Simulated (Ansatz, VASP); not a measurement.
**Two plane-wave programs on Pb**

```
Pb
1.0
     3.77862    0.00000    0.00000
    -1.88931    3.27238    0.00000
     0.00000    0.00000   12.15156
Pb
4
Cartesian
  3.7786 0.0000 0.0000
  3.7786 0.0000 6.0758
  0.0000 2.1816 3.0379
  1.8893 1.0908 9.1137
```

Alike in both runs: task single point; functional BLYP; k mesh 13 × 13 × 4; occupations fermi-dirac, width 0.1 eV; no spin polarisation.

|  | VASP | Ansatz |
| --- | --- | --- |
| version | VASP 6.6.1 | Ansatz 0.2.0 |
| potentials or method | VASP PAW PBE potentials, release 64 (Pb_d), cutoff 520 eV | plane waves (420 eV) with PAW, scalar-relativistic |
| valence electrons in the cell | 56 | 56 |

|  | VASP | Ansatz | Ansatz less VASP |
| --- | --- | --- | --- |
| pressure (GPa) | -2.0 | -2.0 | -0.02 |
| traceless stress, the component that is largest in VASP (GPa) | 0.21 | 0.21 | -0.004 |

VASP's potentials were made for PBE, not for BLYP.

Neither program's run includes spin-orbit coupling.
